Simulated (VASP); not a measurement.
# Cs2Al (P4/nmm) in VASP: single point with PBE

Aim: the single point of Cs2Al with PBE.

All numbers are computed with VASP 6.6.1; they aren't measurements. Logs are shortened: lines on timing, memory, paths and dates and some standing lists are left out, and cuts for length are marked.

### 1 The cell of the first run

Symmetry: P4/nmm, No. 129, tetragonal system. Conventional cell: a = 5.912 Å, b = 5.912 Å, c = 10.893 Å, α = 90.00°, β = 90.00°, γ = 90.00°. Cs (site symmetry -4m2) has 4 Al at 3.99 Å and 8 Cs at 4.18 to 5.03 Å within 5.2 Å. Within 5.4 Å of Cs (site symmetry 4mm) lie 5 Al at 4.14 to 4.41 Å and 8 Cs at 5.00 to 5.03 Å. Al (site symmetry 4mm) has 9 Cs at 3.99 to 4.41 Å within 5.2 Å.

### 2 Single point, PBE

Input file INCAR:

```
SYSTEM = Cs2Al
PREC = Accurate
ENCUT = 520
EDIFF = 1E-6
ISMEAR = 0
SIGMA = 0.1
LREAL = .FALSE.
LASPH = .TRUE.
NELM = 100
ALGO = Fast
ISIF = 2
LWAVE = .FALSE.
LCHARG = .TRUE.
GGA = PE
LELF = .TRUE.
LVHAR = .TRUE.
NBANDS = 30
```

Input file KPOINTS:

```
regular mesh
0
G
  8 8 4
  0 0 0
```

Input file POSCAR:

```
Cs2Al
1.0
    5.9119656573      0.0000000000      0.0000000000
    0.0000000000      5.9119656573      0.0000000000
    0.0000000000      0.0000000000     10.8926026294
Cs Al
4 2
Direct
    0.0000000000      0.0000000000      0.0000000000
    0.5000000000      0.5000000000      0.0000000000
    0.5000000000      0.0000000000      0.6260922007
    0.0000000000      0.5000000000      0.3739077993
    0.5000000000      0.0000000000      0.2461662174
    0.0000000000      0.5000000000      0.7538337826
```

Potentials or basis: VASP PAW PBE potentials, release 64 (Cs_sv, Al).

The run is started by

```console
$ cat potpaw_PBE.64/Cs_sv/POTCAR potpaw_PBE.64/Al/POTCAR > POTCAR
$ mpirun -np 1 vasp_std > vasp.out
```

OUTCAR:

```text
SYSTEM = Cs2Al
   PREC = Accurate
   ENCUT = 520
   EDIFF = 1E-6
   ISMEAR = 0
   LREAL = .FALSE.
   LASPH = .TRUE.
   NELM = 100
   ISIF = 2
   GGA = PE

 ion  position               nearest neighbor table
   1  0.000  0.000  0.000-
   2  0.500  0.500  0.000-
   3  0.500  0.000  0.626-
   4  0.000  0.500  0.374-
   5  0.500  0.000  0.246-
   6  0.000  0.500  0.754-

  LATTYP: Found a simple tetragonal cell.
 ALAT       =     5.9119656573
 C/A-ratio  =     1.8424671693

  Lattice vectors:

 A1 = (   5.9119656573,   0.0000000000,   0.0000000000)
 A2 = (   0.0000000000,   5.9119656573,   0.0000000000)
 A3 = (   0.0000000000,   0.0000000000,  10.8926026294)

Analysis of symmetry for initial positions (statically):
=====================================================================
 Subroutine PRICEL returns:
 Original cell was already a primitive cell.

 Routine SETGRP: Setting up the symmetry group for a
 simple tetragonal supercell.

 Subroutine GETGRP returns: Found 16 space group operations
 (whereof  8 operations were pure point group operations)
 out of a pool of 16 trial point group operations.

The static configuration has the point symmetry D_2d.
 The point group associated with its full space group is D_4h.

Analysis of symmetry for dynamics (positions and initial velocities):
=====================================================================
 Subroutine PRICEL returns:
 Original cell was already a primitive cell.

 Routine SETGRP: Setting up the symmetry group for a
 simple tetragonal supercell.

 Subroutine GETGRP returns: Found 16 space group operations
 (whereof  8 operations were pure point group operations)
 out of a pool of 16 trial point group operations.

The dynamic configuration has the point symmetry D_2d.
 The point group associated with its full space group is D_4h.

 Subroutine INISYM returns: Found 16 space group operations
 (whereof  8 operations are pure point group operations),
 and found     1 'primitive' translations

----------------------------------------------------------------------------------------

                                     Primitive cell

  volume of cell :     380.7110

  direct lattice vectors                    reciprocal lattice vectors
     5.911965657  0.000000000  0.000000000     0.169148479  0.000000000  0.000000000
     0.000000000  5.911965657  0.000000000     0.000000000  0.169148479  0.000000000
     0.000000000  0.000000000 10.892602629     0.000000000  0.000000000  0.091805424

  length of vectors
     5.911965657  5.911965657 10.892602629     0.169148479  0.169148479  0.091805424

  position of ions in fractional coordinates (direct lattice)
     0.000000000  0.000000000  0.000000000
     0.500000000  0.500000000  0.000000000
     0.500000000  0.000000000  0.626092201
     0.000000000  0.500000000  0.373907799
     0.500000000  0.000000000  0.246166217
     0.000000000  0.500000000  0.753833783

  ion indices of the primitive-cell ions
   primitive index   ion index
                 1           1
                 2           2
                 3           3
                 4           4
                 5           5
                 6           6

----------------------------------------------------------------------------------------

 KPOINTS: regular mesh

Automatic generation of k-mesh.
 Grid dimensions read from file:
 generate k-points for:    8    8    4

 Generating k-lattice:

  Cartesian coordinates                     Fractional coordinates (reciprocal lattice)
     0.021143560  0.000000000  0.000000000     0.125000000  0.000000000  0.000000000
     0.000000000  0.021143560  0.000000000     0.000000000  0.125000000  0.000000000
     0.000000000  0.000000000  0.022951356     0.000000000  0.000000000  0.250000000

  Length of vectors
     0.021143560  0.021143560  0.022951356

  Shift w.r.t. Gamma in fractional coordinates (k-lattice)
     0.000000000  0.000000000  0.000000000

 Subroutine IBZKPT returns following result:
 ===========================================

 Found     45 irreducible k-points:

 Following reciprocal coordinates:
            Coordinates               Weight
  0.000000  0.000000  0.000000      1.000000
  0.125000  0.000000  0.000000      4.000000
  0.250000  0.000000  0.000000      4.000000
  0.375000  0.000000  0.000000      4.000000
  0.500000  0.000000  0.000000      2.000000
  0.125000  0.125000  0.000000      4.000000
[... 16 lines left out ...]
  0.375000  0.125000  0.250000     16.000000
  0.500000  0.125000  0.250000      8.000000
 [... further k-points ...]
   k-points           NKPTS =     45   k-points in BZ     NKDIM =     45   number of bands    NBANDS=     30
   number of dos      NEDOS =    301   number of ions     NIONS =      6
   total plane-waves  NPLWV = 193536
   dimension x,y,z NGX =    48 NGY =   48 NGZ =   84
   dimension x,y,z NGXF=    96 NGYF=   96 NGZF=  168
   ions per type =               4   2
   NGX,Y,Z   is equivalent  to a cutoff of  13.50, 13.50, 12.82 a.u.
   NGXF,Y,Z  is equivalent  to a cutoff of  27.00, 27.00, 25.64 a.u.
 SYSTEM =  Cs2Al
   PREC   = accura    normal or accurate (medium, high low for compatibility)
   ISTART =      0    job   : 0-new  1-cont  2-samecut
   ICHARG =      2    charge: 1-file 2-atom 10-const
   ISPIN  =      1    spin polarized calculation?
   LNONCOLLINEAR =      F non collinear calculations
   LSORBIT =      F    spin-orbit coupling
   LASPH  =      T    aspherical Exc in radial PAW
   ENCUT  =  520.0 eV  38.22 Ry    6.18 a.u.  10.99 10.99 20.25*2*pi/ulx,y,z
   NELM   =    100;   NELMIN=  2; NELMDL= -5     # of ELM steps
   EDIFF  = 0.1E-05   stopping-criterion for ELM
   LREAL  =      F    real-space projection
   EDIFFG = 0.1E-04   stopping-criterion for IOM
   NSW    =      0    number of steps for IOM
   IBRION =     -1    ionic relax: 0-MD 1-quasi-New 2-CG
   NFREE  =      0    steps in history (QN), initial steepest desc. (CG)
   ISIF   =      2    stress and relaxation
   ISYM   =      2    0-nonsym 1-usesym 2-fastsym
   POTIM  = 0.5000    time-step for ionic-motion
   TEBEG  =    0.0;   TEEND  =   0.0 temperature during run
   PSTRESS=    0.0 pullay stress
   NELECT =      42.0000    total number of electrons
   NUPDOWN=      -1.0000    fix difference up-down
   EMIN   =  10.00;   EMAX   =-10.00  energy-range for DOS
   EFERMI =   0.00;   METHOD = LEGACY
   ISMEAR =     0;   SIGMA  =   0.10  broadening in eV -4-tet -1-fermi 0-gaus
   EFERMI_NEDOS =   21; number of points for ismear=-14 and -15
   IALGO  =     68    algorithm
   IMIX   =      4    mixing-type and parameters
     AMIX     =   0.40;   BMIX     =  1.00
     AMIX_MAG =   1.60;   BMIX_MAG =  1.00
  volume/ion in A,a.u.               =      63.45       428.19
  Fermi-wavevector in a.u.,A,eV,Ry     =   0.785162  1.483742  8.387717  0.616480
  Thomas-Fermi vector in A             =   1.889442
   LORBIT       =      0    0 simple, 1 ext, 2 COOP (PROOUT), +10 PAW based schemes
   GGA     = PE    functional components
   LHFCALC =     F    Hartree Fock is set to
   AEXX    =    0.0000 exact exchange contribution
   IVDW    =     0    specifies the selected vdW correction
   LEPSILON=     F    determine dielectric tensor
   LRPA    =     F    only Hartree local field effects (RPA)
 non-spin polarized calculation
 RMM-DIIS sequential band-by-band and
 Gauss-broadening in eV      SIGMA  =   0.10
  energy-cutoff  :      520.00
  volume of cell :      380.71
 maximum number of plane-waves:     10302
 NGX is ok and might be reduce to    48
   NGX = 21   NGY = 21   NGZ = 41

 number of electron      41.9999993 magnetization

 Free energy of the ion-electron system (eV)
  ---------------------------------------------------
  ext. energy  EPLUGINS =         0.00000000
  ---------------------------------------------------
  free energy    TOTEN  =        -7.99973123 eV

  energy without entropy =       -7.93694843  energy(sigma->0) =       -7.96833983

 E-fermi :   1.2845     XC(G=0):  -6.6535

 val. band max:        1.2842515940   @ k =   0.1250   0.0000   0.2500
 cond. band min:       1.2850267499   @ k =   0.5000   0.1250   0.0000
 fundamental gap:      0.0007751559
 Fermi energy:         1.2844532793

 k-point     1 :       0.0000    0.0000    0.0000
  band No.  band energies     occupation
      1     -21.8989      2.00000
      2     -21.8050      2.00000
      3     -21.7918      2.00000
      4     -21.7782      2.00000
      5      -9.0503      2.00000
      6      -9.0503      2.00000
[... 22 lines left out ...]
     29       3.5661      0.00000
     30       3.8454      0.00000

 k-point     2 :       0.1250    0.0000    0.0000
  band No.  band energies     occupation
      1     -21.8943      2.00000
      2     -21.8044      2.00000
      3     -21.7922      2.00000
      4     -21.7827      2.00000
      5      -9.0342      2.00000
      6      -9.0281      2.00000
[... 22 lines left out ...]
     29       3.5805      0.00000
     30       3.8033      0.00000

 k-point     3 :       0.2500    0.0000    0.0000
  band No.  band energies     occupation
      1     -21.8812      2.00000
      2     -21.8027      2.00000
      3     -21.7961      2.00000
      4     -21.7931      2.00000
      5      -8.9855      2.00000
      6      -8.9642      2.00000
[... 22 lines left out ...]
     29       3.4713      0.00000
     30       3.6119      0.00000

 k-point     4 :       0.3750    0.0000    0.0000
  band No.  band energies     occupation
      1     -21.8615      2.00000
      2     -21.8154      2.00000
      3     -21.8003      2.00000
      4     -21.7952      2.00000
      5      -8.9044      2.00000
      6      -8.8661      2.00000
[... 616 lines left out ...]
     29       3.5234      0.00000
     30       3.7865      0.00000

 k-point    23 :       0.3750    0.1250    0.2500
  band No.  band energies     occupation
      1     -21.8596      2.00000
      2     -21.8170      2.00000
      3     -21.8001      2.00000
      4     -21.7953      2.00000
      5      -9.0259      2.00000
      6      -8.8184      2.00000
[... 22 lines left out ...]
     29       3.7308      0.00000
     30       3.9606      0.00000

 k-point    24 :       0.5000    0.1250    0.2500
  band No.  band energies     occupation
      1     -21.8382      2.00000
      2     -21.8382      2.00000
      3     -21.7976      2.00000
      4     -21.7976      2.00000
      5      -8.9377      2.00000
      6      -8.9377      2.00000
[... 22 lines left out ...]
     29       3.9919      0.00000
     30       4.0064      0.00000

 [... further k-points ...]

------------------------ aborting loop because EDIFF is reached ----------------------------------------

  FORCE on cell =-STRESS in cart. coord.  units (eV):
  Direction    XX          YY          ZZ          XY          YZ          ZX
  --------------------------------------------------------------------------------------
  -------------------------------------------------------------------------------------
  Total       -0.0117897     -0.0117897     -0.0385732      0.0000000      0.0000000      0.0000000
  in kB       -0.0496157     -0.0496157     -0.1623307      0.0000000      0.0000000      0.0000000
  external PRESSURE =      -0.0871874 kB  Pullay stress =       0.0000000 kB

 VOLUME and BASIS-vectors are now :
 -----------------------------------------------------------------------------
  energy-cutoff  :      520.00
  volume of cell :      380.71
      direct lattice vectors                 reciprocal lattice vectors
     5.911965657  0.000000000  0.000000000     0.169148479  0.000000000  0.000000000
     0.000000000  5.911965657  0.000000000     0.000000000  0.169148479  0.000000000
     0.000000000  0.000000000 10.892602629     0.000000000  0.000000000  0.091805424

 POSITION                                       TOTAL-FORCE (eV/Angst)
 -----------------------------------------------------------------------------------
      0.00000      0.00000      0.00000         0.000000     -0.000000      0.000000
      2.95598      2.95598      0.00000        -0.000000      0.000000      0.000000
      2.95598      0.00000      6.81977         0.000000      0.000000      0.000697
      0.00000      2.95598      4.07283        -0.000000     -0.000000     -0.000697
      2.95598      0.00000      2.68139         0.000000      0.000000      0.002146
      0.00000      2.95598      8.21121         0.000000      0.000000     -0.002146
 -----------------------------------------------------------------------------------
    total drift:                                0.000000     -0.000000      0.000000

  FREE ENERGIE OF THE ION-ELECTRON SYSTEM (eV)
  ---------------------------------------------------
  free  energy   TOTEN  =        -7.9997312313 eV

  energy  without entropy=       -7.9369484267  energy(sigma->0) =       -7.96833983
```

Run time: 7.7 min. Hardware: 1 thread of Intel Xeon Platinum 8259CL at 2.50GHz (Skylake/Cascade Lake), shared host; peak memory 0.7 GiB.

What came out:

| Item | Value |
| --- | --- |
| Free energy | -7.9997 eV |
| Pressure | 0.0 GPa |
| Band gap on the k mesh | zero (bands 21 and 22 overlap by 0.32 eV) |

Forces on the atoms (eV/Å):
```
Cs   0.000  0.000  0.000
Cs   0.000  0.000  0.000
Cs   0.000  0.000  0.001
Cs   0.000  0.000 -0.001
Al   0.000  0.000  0.002
Al   0.000  0.000 -0.002
```

Caveat: spin-orbit coupling is left out, which moves the levels of the heavy elements.
